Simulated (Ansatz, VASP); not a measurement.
Two plane-wave programs on PbSe

Contents of INCAR:

```
PREC = Accurate ; ENCUT = 520
EDIFF = 1E-8 ; ISMEAR = -1
SIGMA = 0.01 ; LREAL = F
LASPH = T ; NELM = 100
ALGO = Normal ; ISIF = 2
LWAVE = F ; LCHARG = F
GGA = PE ; LEFG = T
NBANDS = 17
```

File KPOINTS:

```
Automatic mesh
0
Gamma
  9 9 9
```

File POSCAR:

```
PbSe
1.0
    0.0000000000      3.0621500000      3.0621500000
    3.0621500000      0.0000000000      3.0621500000
    3.0621500000      3.0621500000      0.0000000000
Pb Se
1 1
Direct
    0.0000000000      0.0000000000      0.0000000000
    0.5047136816      0.5047136816      0.5047136816
```

Input for Ansatz:

```yaml
crystal:
  lattice:
    - [0.0, 3.06215, 3.06215]
    - [3.06215, 0.0, 3.06215]
    - [3.06215, 3.06215, 0.0]
  atoms:
    - { symbol: Pb, position: [0.0, 0.0, 0.0] }
    - { symbol: Se, position: [0.5047136816, 0.5047136816, 0.5047136816] }
kpoints:
  mp_grid: { grid: [9, 9, 9] }
scf:
  occupations: { method: fermi_dirac, width: 0.01 }
hamiltonian:
  xc: pbe
  pseudopotentials: { kind: paw }
output:
  forces: true
  stress: true
  eigenvalues: true
  efg: { contact_densities: true }
```

Alike in both runs: task electric field gradients; functional PBE; k mesh 9 × 9 × 9; occupations fermi-dirac, width 0.01 eV; no spin polarisation.

|  | VASP | Ansatz |
| --- | --- | --- |
| version | VASP 6.6.1 | Ansatz 0.2.0 |
| potentials or method | VASP PAW PBE potentials, release 64 (Pb_d, Se) | PAW with Ansatz's default frozen-core files, scalar-relativistic |
| plane-wave cutoff (eV) | 520 | 420 |
| valence electrons in the cell | 20 | 30 |

```csv
,VASP,Ansatz,Ansatz less VASP
pressure (GPa),2.4,2.4,+0.01
rms of the force components (eV/Å),0.020,0.019,-0.0006
size of Vzz on the site where it differs most (V/Å²),0.1,0.2,+0.08
```

Atom by atom the forces differ by 0.001 eV/Å (rms over components). With one functional, cell and mesh, what is left measures potentials, basis and numerics. VASP's potentials hold 20 valence electrons a cell and Ansatz's 30, so a difference there can come from the potentials and not from the codes.

Neither program's run includes spin-orbit coupling.
